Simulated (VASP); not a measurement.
**BaTiO3: electric field gradients with LDA**

Crystal: BaTiO3.

```xyz
5
Lattice="4.0874 0.0000 0.0000 0.0000 4.0874 0.0000 0.0000 0.0000 4.0073" Properties=species:S:1:pos:R:3 pbc="T T T"
Ba    2.0437    2.0437    2.0036
Ti    0.0000    0.0000    0.0000
O     2.0437    0.0000    0.0000
O     0.0000    2.0437    0.0000
O     0.0000    0.0000    2.0036
```

This cell differs from its parent crystal: equal xx and yy strain of +2 %.

* Program: VASP 6.6.1
* Task: electric field gradients
* Functional: LDA
* Potentials or basis: VASP PAW LDA potentials, release 64 (Ba_sv, Ti_sv, O)
* Cutoff: 520 eV
* k mesh: 8 × 8 × 8
* Occupations: fermi-dirac, width 0.05 eV
* Spin: no spin polarisation
* Dipole correction: no
* Further INCAR settings: ALGO = Normal; EDIFF = 1e-08; NBANDS = 28

```json
{
  "Pressure": "-13.1 GPa",
  "Band gap on the k mesh": "1.54 eV (least direct gap 1.72 eV)",
  "Largest electric field gradient by atom": "Ba -2.3; Ti -17.3; O +28.2, +18.9 (each value once) V/Å²"
}
```

Stress tensor (GPa, compression positive):
```
-14.11   0.00   0.00
  0.00 -14.11   0.00
  0.00   0.00 -11.04
```

Levels at points of the mesh, in eV from the valence-band top:
```
           k point  band 17  band 18  band 19  band 20  band 21  band 22  band 23  band 24
(0.00, 0.00, 0.00)    -1.01    -0.20    -0.20    -0.18     1.54     1.57     1.57     3.57
(0.50, 0.00, 0.00)    -1.75    -1.75    -0.74    -0.72     1.71     3.18     3.18     3.68
(0.50, 0.50, 0.00)    -1.77    -1.01    -1.01    -0.14     3.19     3.19     3.56     4.56
(0.00, 0.00, 0.50)    -1.92    -1.87    -0.75    -0.75     1.70     3.34     3.34     3.58
(0.50, 0.00, 0.50)    -1.76    -0.86    -0.85    -0.09     3.18     3.35     3.67     4.37
(0.50, 0.50, 0.50)    -2.32    -0.04     0.00     0.00     3.81     3.90     3.90     6.38
```

Electric field gradients, principal values (V/Å²):
```tsv
atom	least	middle	greatest (by size)
1 Ba	1.156	1.156	-2.311
2 Ti	8.626	8.626	-17.252
3 O	-10.881	-17.282	28.162
4 O	-10.881	-17.282	28.162
5 O	-9.444	-9.444	18.887
```

Run time: 110 s on 1 thread of Intel(R) Xeon(R) Platinum 8488C (Sapphire Rapids), with other jobs on the host, peak memory 0.25 GiB.

Caveat: the cell differs from its parent crystal (equal xx and yy strain of +2 %); the cell stands under tension; without QUAD_EFG the Cq values of the log hold for a quadrupole moment of 1 mb, not for the nuclei; spin-orbit coupling is left out, which moves the levels of the heavy elements. A k mesh can miss the band edges.
